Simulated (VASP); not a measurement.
MgO, 4 atoms in the cell. The structure is hexagonal, space group P6_3mc (No. 186). Conventional cell: a = 3.302 Å, b = 3.302 Å, c = 5.025 Å, α = 90.00°, β = 90.00°, γ = 120.00°. Mg (site symmetry 3m) has 4 O at 1.98 to 1.99 Å within 2.6 Å. O (site symmetry 3m) has 4 Mg at 1.98 to 1.99 Å within 2.6 Å. 

| Quantity | Value |
| --- | --- |
| Program | VASP 6.6.1 |
| Task | single point |
| Functional | r2SCAN |
| Potentials or basis | VASP PAW PBE potentials, release 64 (Mg, O) |
| Cutoff | 520 eV |
| k mesh | 8 × 8 × 5 |
| Occupations | fermi-dirac, width 0.05 eV |
| Spin | no spin polarisation |
| Dipole correction | no |
| Further INCAR settings | ALGO = Normal; EDIFF = 1e-07; NBANDS = 16 |

Potentials or basis: VASP PAW PBE potentials, release 64 (Mg, O).

The run is started by

```console
$ cat potpaw_PBE.64/Mg/POTCAR potpaw_PBE.64/O/POTCAR > POTCAR
$ cp INCAR.step1 INCAR
$ mpirun -np 1 vasp_std > vasp.out
$ cp INCAR.step2 INCAR
$ mpirun -np 1 vasp_std > vasp.out
```

Hardware: 1 thread of Intel Xeon 6975P-C (shared host).

Q: Estimate the wall time of this run.

A: It took 96 s on 1 thread of Intel Xeon 6975P-C (shared host), peak memory 0.19 GiB. Counts: k points 30.
